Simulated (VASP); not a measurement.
# NiO (F-43m) in VASP: settings compared

Aim: see how the results for NiO move with the level of theory and the settings. Levels: HSE06, B3LYP, PBE-based screened hybrid. Tasks: single point, relaxation of cell and atoms.

Everything below comes from runs of VASP 6.6.1. Logs are shortened: lines on timing, memory, paths and dates and some standing lists are left out, and cuts for length are marked.

### 1 The cell of the first run

It takes space group F-43m (No. 216, cubic). Conventional cell: a = 4.445 Å, b = 4.445 Å, c = 4.445 Å, α = 90.00°, β = 90.00°, γ = 90.00°. Within 2.6 Å of Ni (site symmetry -43m) lie 4 O at 1.92 Å. Within 2.6 Å of O (site symmetry -43m) lie 4 Ni at 1.92 Å.

### 2 Single point, HSE06, collinear spin, ferromagnetic start

Contents of POSCAR:

```
NiO
1.0
    0.0000000000      2.2225401228      2.2225401228
    2.2225401228      0.0000000000      2.2225401228
    2.2225401228      2.2225401228      0.0000000000
Ni O
1 1
Direct
    0.0000000000      0.0000000000      0.0000000000
    0.2500000000      0.2500000000      0.2500000000
```

Contents of INCAR.step1:

```
  PREC = Accurate
  ENCUT = 520
  EDIFF = 1E-5
  ISMEAR = -1
  SIGMA = 0.05
  LREAL = False
  LASPH = True
  NELM = 150
  ALGO = Normal
  ISIF = 2
  LWAVE = True
  ISPIN = 2
  MAGMOM = 1 0
  LORBIT = 11
  LMAXMIX = 4
  NBANDS = 19
  GGA = PE
```

Contents of INCAR.step2:

```
  PREC = Accurate
  ENCUT = 520
  EDIFF = 1E-6
  ISMEAR = -1
  SIGMA = 0.05
  LREAL = False
  LASPH = True
  NELM = 150
  ALGO = Normal
  ISIF = 2
  LWAVE = False
  LCHARG = True
  ISPIN = 2
  MAGMOM = 1 0
  LORBIT = 11
  LMAXMIX = 4
  GGA = PE
  LHFCALC = True
  HFSCREEN = 0.2079
  PRECFOCK = Normal
  LELF = True
  LVHAR = True
  NBANDS = 19
  ISTART = 1
```

Contents of KPOINTS:

```
regular mesh
0
Gamma
  5 5 5
```

Potentials or basis: VASP PAW PBE potentials, release 64 (Ni, O).

On the command line:

```console
cat potpaw_PBE.64/Ni/POTCAR potpaw_PBE.64/O/POTCAR > POTCAR
cp INCAR.step1 INCAR
mpirun -np 1 vasp_std > vasp.out
cp INCAR.step2 INCAR
mpirun -np 1 vasp_std > vasp.out
```

OUTCAR:

```text
PREC = Accurate
   ENCUT = 520
   EDIFF = 1E-6
   ISMEAR = -1
   LREAL = False
   LASPH = True
   NELM = 150
   ISIF = 2
   ISPIN = 2
   LORBIT = 11
   GGA = PE
   LHFCALC = True
   HFSCREEN = 0.2079
   PRECFOCK = Normal
   ISTART = 1

 ion  position               nearest neighbor table
   1  0.000  0.000  0.000-   2 1.92   2 1.92   2 1.92   2 1.92
   2  0.250  0.250  0.250-   1 1.92   1 1.92   1 1.92   1 1.92

  LATTYP: Found a face centered cubic cell.
 ALAT       =     4.4450802456

  Lattice vectors:

 A1 = (   0.0000000000,   2.2225401228,   2.2225401228)
 A2 = (   2.2225401228,   0.0000000000,   2.2225401228)
 A3 = (   2.2225401228,   2.2225401228,   0.0000000000)

Analysis of symmetry for initial positions (statically):
=====================================================================
 Subroutine PRICEL returns:
 Original cell was already a primitive cell.

 Routine SETGRP: Setting up the symmetry group for a
 face centered cubic supercell.

 Subroutine GETGRP returns: Found 24 space group operations
 (whereof 24 operations were pure point group operations)
 out of a pool of 48 trial point group operations.

The static configuration has the point symmetry T_d .

Analysis of symmetry for dynamics (positions and initial velocities):
=====================================================================
 Subroutine PRICEL returns:
 Original cell was already a primitive cell.

 Routine SETGRP: Setting up the symmetry group for a
 face centered cubic supercell.

 Subroutine GETGRP returns: Found 24 space group operations
 (whereof 24 operations were pure point group operations)
 out of a pool of 48 trial point group operations.

The dynamic configuration has the point symmetry T_d .

Analysis of structural, dynamic, and magnetic symmetry:
=====================================================================
 Subroutine PRICEL returns:
 Original cell was already a primitive cell.

 Routine SETGRP: Setting up the symmetry group for a
 face centered cubic supercell.

 Subroutine GETGRP returns: Found 24 space group operations
 (whereof 24 operations were pure point group operations)
 out of a pool of 48 trial point group operations.

The overall configuration has the point symmetry T_d .

 Subroutine INISYM returns: Found 24 space group operations
 (whereof 24 operations are pure point group operations),
 and found     1 'primitive' translations

----------------------------------------------------------------------------------------

                                     Primitive cell

  volume of cell :      21.9573

  direct lattice vectors                    reciprocal lattice vectors
     0.000000000  2.222540123  2.222540123    -0.224967817  0.224967817  0.224967817
     2.222540123  0.000000000  2.222540123     0.224967817 -0.224967817  0.224967817
     2.222540123  2.222540123  0.000000000     0.224967817  0.224967817 -0.224967817

  length of vectors
     3.143146385  3.143146385  3.143146385     0.389655689  0.389655689  0.389655689

  position of ions in fractional coordinates (direct lattice)
     0.000000000  0.000000000  0.000000000
     0.250000000  0.250000000  0.250000000

  ion indices of the primitive-cell ions
   primitive index   ion index
                 1           1
                 2           2

----------------------------------------------------------------------------------------

 KPOINTS: regular mesh

Automatic generation of k-mesh.
 Grid dimensions read from file:
 generate k-points for:    5    5    5

 Generating k-lattice:

  Cartesian coordinates                     Fractional coordinates (reciprocal lattice)
    -0.044993563  0.044993563  0.044993563     0.200000000  0.000000000  0.000000000
     0.044993563 -0.044993563  0.044993563     0.000000000  0.200000000  0.000000000
     0.044993563  0.044993563 -0.044993563     0.000000000  0.000000000  0.200000000

  Length of vectors
     0.077931138  0.077931138  0.077931138

  Shift w.r.t. Gamma in fractional coordinates (k-lattice)
     0.000000000  0.000000000  0.000000000

 Subroutine IBZKPT returns following result:
 ===========================================

 Found     10 irreducible k-points:

 Following reciprocal coordinates:
            Coordinates               Weight
  0.000000  0.000000  0.000000      1.000000
  0.200000  0.000000  0.000000      8.000000
  0.400000  0.000000  0.000000      8.000000
  0.200000  0.200000  0.000000      6.000000
  0.400000  0.200000  0.000000     24.000000
 -0.400000  0.200000  0.000000     24.000000
 -0.200000  0.200000  0.000000     12.000000
  0.400000  0.400000  0.000000      6.000000
 -0.400000  0.400000  0.000000     12.000000
 -0.400000  0.400000  0.200000     24.000000
   k-points           NKPTS =     10   k-points in BZ     NKDIM =    125   number of bands    NBANDS=     19
   number of dos      NEDOS =    301   number of ions     NIONS =      2
   total plane-waves  NPLWV =  13824
   dimension x,y,z NGX =    24 NGY =   24 NGZ =   24
   dimension x,y,z NGXF=    48 NGYF=   48 NGZF=   48
   ions per type =               1   1
   NGX,Y,Z   is equivalent  to a cutoff of  12.69, 12.69, 12.69 a.u.
   NGXF,Y,Z  is equivalent  to a cutoff of  25.39, 25.39, 25.39 a.u.
 SYSTEM =  unknown system
   PREC   = accura    normal or accurate (medium, high low for compatibility)
   ISTART =      1    job   : 0-new  1-cont  2-samecut
   ICHARG =      0    charge: 1-file 2-atom 10-const
   ISPIN  =      2    spin polarized calculation?
   LNONCOLLINEAR =      F non collinear calculations
   LSORBIT =      F    spin-orbit coupling
   LASPH  =      T    aspherical Exc in radial PAW
   ENCUT  =  520.0 eV  38.22 Ry    6.18 a.u.   5.84  5.84  5.84*2*pi/ulx,y,z
   NELM   =    150;   NELMIN=  2; NELMDL=  0     # of ELM steps
   EDIFF  = 0.1E-05   stopping-criterion for ELM
   LREAL  =      F    real-space projection
   EDIFFG = 0.1E-04   stopping-criterion for IOM
   NSW    =      0    number of steps for IOM
   IBRION =     -1    ionic relax: 0-MD 1-quasi-New 2-CG
   NFREE  =      0    steps in history (QN), initial steepest desc. (CG)
   ISIF   =      2    stress and relaxation
   ISYM   =      3    0-nonsym 1-usesym 2-fastsym
   POTIM  = 0.5000    time-step for ionic-motion
   TEBEG  =    0.0;   TEEND  =   0.0 temperature during run
   PSTRESS=    0.0 pullay stress
   NELECT =      16.0000    total number of electrons
   NUPDOWN=      -1.0000    fix difference up-down
   EMIN   =  10.00;   EMAX   =-10.00  energy-range for DOS
   EFERMI =   0.00;   METHOD = LEGACY
   ISMEAR =    -1;   SIGMA  =   0.05  broadening in eV -4-tet -1-fermi 0-gaus
   EFERMI_NEDOS =   21; number of points for ismear=-14 and -15
   IALGO  =     38    algorithm
   IMIX   =      1    mixing-type and parameters
     AMIX     =   0.40;   BMIX     =  1.00
     AMIX_MAG =   1.60;   BMIX_MAG =  1.00
  volume/ion in A,a.u.               =      10.98        74.09
  Fermi-wavevector in a.u.,A,eV,Ry     =   1.473178  2.783903 29.528089  2.170253
  Thomas-Fermi vector in A             =   2.588103
   LORBIT       =     11    0 simple, 1 ext, 2 COOP (PROOUT), +10 PAW based schemes
   GGA     = PE    functional components
   LHFCALC =     T    Hartree Fock is set to
   PRECFOCK=normal    Normal, Fast or Accurate (Low or Medium for compatibility)
   ENCUT4O =  -1.0   cutoff for four orbital integrals eV
   NKREDX  =     1    reduce k-point grid by
   NKREDY  =     1    reduce k-point grid by
   NKREDZ  =     1    reduce k-point grid by
   AEXX    =    0.2500 exact exchange contribution
   HFSCREEN=    0.2079 screening length (either q_TF or 0.3 A-1)
   HFSCREENC=   0.2079 screening length for correlation (either q_TF or 0.3 A-1)
   ENCUTFOCK=  -1.0 apply spherical cutoff to Coloumb kernel
   IVDW    =     0    specifies the selected vdW correction
   LEPSILON=     F    determine dielectric tensor
   LRPA    =     F    only Hartree local field effects (RPA)
 spin polarized calculation
  energy-cutoff  :      520.00
  volume of cell :       21.96
 maximum number of plane-waves:       609
  NGX = 18; NGY = 18; NGZ = 18

 number of electron      16.0000010 magnetization       2.0019845

 Free energy of the ion-electron system (eV)
  ---------------------------------------------------
  ext. energy  EPLUGINS =         0.00000000
  ---------------------------------------------------
  free energy    TOTEN  =       -15.07425335 eV

  energy without entropy =      -15.06429302  energy(sigma->0) =      -15.06927318

 E-fermi :   6.5028     XC(G=0):  -9.3097

 val. band max:        6.4857581759   @ k =  -0.4000   0.4000   0.2000
 cond. band min:       6.6143074854   @ k =  -0.2000   0.2000   0.0000
 fundamental gap:      0.1285493095
 Fermi energy:         6.5027829418

 spin component 1

 k-point     1 :       0.0000    0.0000    0.0000
  band No.  band energies     occupation
      1     -16.8886      1.00000
      2      -2.5128      1.00000
      3      -2.5128      1.00000
      4      -2.5128      1.00000
      5       0.6830      1.00000
      6       0.6830      1.00000
[... 11 lines left out ...]
     18      30.1524      0.00000
     19      30.1524      0.00000

 k-point     2 :       0.2000    0.0000    0.0000
  band No.  band energies     occupation
      1     -16.6496      1.00000
      2      -2.7211      1.00000
      3      -2.3530      1.00000
      4      -2.3530      1.00000
      5       0.6301      1.00000
      6       0.6302      1.00000
[... 11 lines left out ...]
     18      33.5792      0.00000
     19      33.5792      0.00000

 k-point     3 :       0.4000    0.0000    0.0000
  band No.  band energies     occupation
      1     -16.2477      1.00000
      2      -2.6907      1.00000
      3      -2.1142      1.00000
      4      -2.1141      1.00000
      5       0.6609      1.00000
      6       0.6609      1.00000
[... 125 lines left out ...]
  band No.  band energies     occupation
      1     -15.9709      1.00000
      2      -2.7655      1.00000
      3      -1.4676      1.00000
      4      -1.2222      1.00000
      5      -0.0631      1.00000
      6       0.6023      1.00000
[... 11 lines left out ...]
     18      34.7038      0.00000
     19      37.4044      0.00000

 k-point    10 :      -0.4000    0.4000    0.2000
  band No.  band energies     occupation
      1     -16.0190      1.00000
      2      -2.5477      1.00000
      3      -1.8168      1.00000
      4      -1.4194      1.00000
      5       0.2289      1.00000
      6       0.4019      1.00000
[... 11 lines left out ...]
     18      36.0886      0.00000
     19      36.4553      0.00000
 Fermi energy:         6.5027829418

 spin component 2

 k-point     1 :       0.0000    0.0000    0.0000
  band No.  band energies     occupation
      1     -16.1059      1.00000
      2      -0.1736      1.00000
      3      -0.1736      1.00000
      4      -0.1735      1.00000
      5       2.0035      1.00000
      6       2.0037      1.00000
[... 11 lines left out ...]
     18      30.3511      0.00000
     19      30.3512      0.00000

 k-point     2 :       0.2000    0.0000    0.0000
  band No.  band energies     occupation
      1     -15.8366      1.00000
      2      -0.9908      1.00000
      3      -0.1293      1.00000
      4      -0.1293      1.00000
      5       2.1033      1.00000
      6       2.1034      1.00000
[... 11 lines left out ...]
     18      33.8313      0.00000
     19      33.8314      0.00000

 k-point     3 :       0.4000    0.0000    0.0000
  band No.  band energies     occupation
      1     -15.3772      1.00000
      2      -1.8339      1.00000
      3      -0.1546      1.00000
      4      -0.1546      1.00000
      5       2.4883      1.00000
      6       2.4885      1.00000
[... 126 lines left out ...]
      1     -15.0615      1.00000
      2      -1.9144      1.00000
      3      -0.0671      1.00000
      4       0.2418      1.00000
      5       2.4707      1.00000
      6       3.0170      1.00000
[... 11 lines left out ...]
     18      34.9702      0.00000
     19      37.3037      0.00000

 k-point    10 :      -0.4000    0.4000    0.2000
  band No.  band energies     occupation
      1     -15.1163      1.00000
      2      -1.5869      1.00000
      3      -0.5597      1.00000
      4       0.2149      1.00000
      5       2.4870      1.00000
      6       2.8533      1.00000
[... 11 lines left out ...]
     18      36.2867      0.00000
     19      36.6190      0.00000

------------------------ aborting loop because EDIFF is reached ----------------------------------------

  FORCE on cell =-STRESS in cart. coord.  units (eV):
  Direction    XX          YY          ZZ          XY          YZ          ZX
  --------------------------------------------------------------------------------------
  -------------------------------------------------------------------------------------
  Total        0.1025618      0.1025618      0.1025618      0.0000000     -0.0000000      0.0000000
  in kB        7.4837188      7.4837188      7.4837188      0.0000000     -0.0000000      0.0000000
  external PRESSURE =       7.4837188 kB  Pullay stress =       0.0000000 kB

 VOLUME and BASIS-vectors are now :
 -----------------------------------------------------------------------------
  energy-cutoff  :      520.00
  volume of cell :       21.96
      direct lattice vectors                 reciprocal lattice vectors
     0.000000000  2.222540123  2.222540123    -0.224967817  0.224967817  0.224967817
     2.222540123  0.000000000  2.222540123     0.224967817 -0.224967817  0.224967817
     2.222540123  2.222540123  0.000000000     0.224967817  0.224967817 -0.224967817

 POSITION                                       TOTAL-FORCE (eV/Angst)
 -----------------------------------------------------------------------------------
      0.00000      0.00000      0.00000        -0.000000      0.000000     -0.000000
      1.11127      1.11127      1.11127         0.000000     -0.000000      0.000000
 -----------------------------------------------------------------------------------
    total drift:                               -0.000001     -0.000014      0.000005

  FREE ENERGIE OF THE ION-ELECTRON SYSTEM (eV)
  ---------------------------------------------------
  free  energy   TOTEN  =       -15.0742533469 eV

  energy  without entropy=      -15.0642930180  energy(sigma->0) =      -15.06927318

 total charge

# of ion       s       p       d       tot
------------------------------------------
    1        0.389   0.522   8.207   9.118
    2        1.554   3.490   0.000   5.044
--------------------------------------------------
tot          1.943   4.012   8.207  14.162

 magnetization (x)

# of ion       s       p       d       tot
------------------------------------------
    1       -0.008   0.021   1.638   1.651
    2        0.019   0.321   0.000   0.340
--------------------------------------------------
tot          0.011   0.342   1.638   1.991
```

It took 35 min on 1 thread of AMD EPYC 7R43 (Zen 3), shared host; peak memory 0.22 GiB.

What came out:

| Property | Result |
| --- | --- |
| Free energy | -15.0743 eV |
| Pressure | 0.7 GPa |
| Band gap on the k mesh | zero (filled and empty bands overlap) |
| Net moment | 2.00 μB per cell |
| Site moments | Ni +1.65; O +0.34 μB |
| Valence electrons inside the program's atomic spheres | Ni 9.12; O 5.04 |

Levels at points of the mesh, in eV from the Fermi level:
Spin up:
```csv
k point,band 6,band 7,band 8,band 9,band 10,band 11,band 12,band 13
"(0.00, 0.00, 0.00)",-5.82,-2.33,-2.33,-2.33,0.42,14.74,14.74,14.74
```
Spin down:
```tsv
k point	band 3	band 4	band 5	band 6	band 7	band 8	band 9	band 10	band 11	band 12
(0.00, 0.00, 0.00)	-6.68	-6.68	-4.50	-4.50	0.51	2.35	2.35	2.35	14.95	14.95
```

Caveat: the k points lie up to 0.49 Å⁻¹ apart; the PAW data sets were made with another functional, which shifts forces and pressure a little; a cell with one magnetic atom can't hold antiferromagnetic order, which such compounds often take.

(Continued in part 2 of 2.)
